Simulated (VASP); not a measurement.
Set up this calculation in VASP 6.6.1, as the native input.

| Property | Result |
| --- | --- |
| Task | single point |
| Functional | r2SCAN |
| Potentials or basis | VASP PAW PBE potentials, release 64 (Ta_sv_GW, N_h) |
| Cutoff | 1460 eV |
| k mesh | 10 × 10 × 10 |
| Occupations | fermi-dirac, width 0.05 eV |
| Spin | no spin polarisation |
| Hubbard terms | Ta d U = 6.0 eV |
| Dipole correction | no |
| Further INCAR settings | ALGO = Normal; EDIFF = 1e-06; NBANDS = 16 |

TaN:

```xyz
2
Lattice="0.0000 2.2113 2.2113 2.2113 0.0000 2.2113 2.2113 2.2113 0.0000" Properties=species:S:1:pos:R:3 pbc="T T T"
Ta    2.2113    2.2113    2.2113
N     0.0000    0.0000    0.0000
```

The input as run:

POSCAR

```
TaN
1.0
    0.0000000000      2.2113230000      2.2113230000
    2.2113230000      0.0000000000      2.2113230000
    2.2113230000      2.2113230000      0.0000000000
Ta N
1 1
Direct
    0.5000000000      0.5000000000      0.5000000000
    0.0000000000      0.0000000000      0.0000000000
```

INCAR.step1

```
SYSTEM = TaN
PREC = Accurate ; ENCUT = 1460
ISMEAR = -1 ; SIGMA = 0.05
LREAL = .False. ; LASPH = .True.
NELM = 200 ; LMAXMIX = 4
LDAU = .True. ; LDAUTYPE = 2
LDAUL = 2 -1 ; LDAUU = 6 0
LDAUJ = 0 0 ; NBANDS = 16
GGA = PE ; ALGO = Normal
EDIFF = 1E-5 ; LWAVE = .True.
LCHARG = .False. ; GGA_COMPAT = .False.
```

INCAR.step2

```
SYSTEM = TaN
PREC = Accurate ; ENCUT = 1460
EDIFF = 1E-6 ; ISMEAR = -1
SIGMA = 0.05 ; LREAL = .False.
LASPH = .True. ; NELM = 200
ALGO = Normal ; ISIF = 2
LWAVE = .False. ; LCHARG = .False.
LMAXMIX = 4 ; LDAU = .True.
LDAUTYPE = 2 ; LDAUL = 2 -1
LDAUU = 6 0 ; LDAUJ = 0 0
LDAUPRINT = 1 ; METAGGA = R2SCAN
LMIXTAU = .True. ; NBANDS = 16
ISTART = 1 ; GGA_COMPAT = .False.
```

KPOINTS

```
regular mesh
0
Gamma
  10 10 10
  0 0 0
```

Potentials or basis: VASP PAW PBE potentials, release 64 (Ta_sv_GW, N_h).

Command:

```bash
$ cat potpaw_PBE.64/Ta_sv_GW/POTCAR potpaw_PBE.64/N_h/POTCAR > POTCAR
$ cp INCAR.step1 INCAR
$ mpirun -np 1 vasp_std > vasp.out
$ cp INCAR.step2 INCAR
$ mpirun -np 1 vasp_std > vasp.out
```

It gave:

The pressure is 11.9 GPa and the band gap on the k mesh is zero (bands 9 and 10 overlap by 4.00 eV).

Caveat: the cell stands under pressure; the PAW data sets were made with another functional, which shifts forces and pressure a little; spin-orbit coupling is left out, which moves the levels of the heavy elements; U without spin polarisation on a metal has little footing.

Wall time 2.1 min on 1 thread of Intel(R) Xeon(R) 6975P-C (Granite Rapids), on a shared host, peak memory 0.35 GiB.
